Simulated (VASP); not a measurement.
Write the native input for VASP 6.6.1 that does the following.

```
Task                    : single point
Functional              : LDA
Potentials or basis     : VASP PAW LDA potentials, release 64 (Ti_sv, Si)
Cutoff                  : 520 eV
k mesh                  : 4 × 4 × 6
Occupations             : fermi-dirac, width 0.05 eV
Spin                    : no spin polarisation
Dipole correction       : no
k mesh for the DOS      : 6 × 6 × 9
Occupations for the DOS : tetrahedron
Further INCAR settings  : ALGO = Normal; EDIFF = 1e-06
```

Crystal: TiSi2.

```
Ti Si
1.0
     4.37464    0.00000    0.00000
    -2.18732    3.78855    0.00000
     0.00000    0.00000    2.56101
Ti Si
1 2
Direct
  0.00000 0.00000 0.00000
  0.33333 0.66667 0.50000
  0.66667 0.33333 0.50000
```

The input as run:

POSCAR

```
TiSi2
1.0
    4.3746400000      0.0000000000      0.0000000000
   -2.1873200000      3.7885500000      0.0000000000
    0.0000000000      0.0000000000      2.5610100000
Ti Si
1 2
Direct
    0.0000000000      0.0000000000      0.0000000000
    0.3333300000      0.6666700000      0.5000000000
    0.6666700000      0.3333300000      0.5000000000
```

INCAR.step1

```
ALGO     = Normal         # electronic algorithm
EDIFF    = 1E-6           # SCF threshold, eV
ENCUT    = 520            # plane-wave cutoff, eV
ISIF     = 2              # what is computed and relaxed
ISMEAR   = -1             # smearing method
LASPH    = T              # aspherical terms in the spheres
LCHARG   = T              # write CHGCAR
LMAXMIX  = 4              # l up to which the mixer works
LREAL    = F              # projectors in reciprocal space
LWAVE    = F              # write WAVECAR
NBANDS   = 17             # bands
NELM     = 100            # most SCF steps
PREC     = Accurate       # precision mode
SIGMA    = 0.05           # smearing width, eV
```

KPOINTS.step1

```
k-points
0
Gamma
  4 4 6
```

INCAR.step2

```
ALGO     = Normal         # electronic algorithm
EDIFF    = 1E-6           # SCF threshold, eV
ENCUT    = 520            # plane-wave cutoff, eV
ICHARG   = 11             # starting density
ISIF     = 2              # what is computed and relaxed
ISMEAR   = -5             # smearing method
LASPH    = T              # aspherical terms in the spheres
LCHARG   = F              # write CHGCAR
LMAXMIX  = 4              # l up to which the mixer works
LORBIT   = 11             # projections on sites
LREAL    = F              # projectors in reciprocal space
LWAVE    = F              # write WAVECAR
NEDOS    = 2001           # points of the DOS
NELM     = 100            # most SCF steps
PREC     = Accurate       # precision mode
SIGMA    = 0.05           # smearing width, eV
```

KPOINTS.step2

```
k-points
0
Gamma
  6 6 9
```

Potentials or basis: VASP PAW LDA potentials, release 64 (Ti_sv, Si).

The run is started by

```sh
$ cat potpaw_LDA.64/Ti_sv/POTCAR potpaw_LDA.64/Si/POTCAR > POTCAR
$ cp INCAR.step1 INCAR
$ cp KPOINTS.step1 KPOINTS
$ mpirun -np 1 vasp_std > vasp.out
$ cp INCAR.step2 INCAR
$ cp KPOINTS.step2 KPOINTS
$ mpirun -np 1 vasp_std > vasp.out
```

Results of the run:

```json
{"Valence electrons inside the program's atomic spheres": "Ti 10.40; Si 1.63"}
```

Caveat: the k points lie up to 0.41 Å⁻¹ apart.

Wall time 65 s on 1 thread of Intel Xeon 8259CL, with other jobs on the host, peak memory 0.17 GiB.
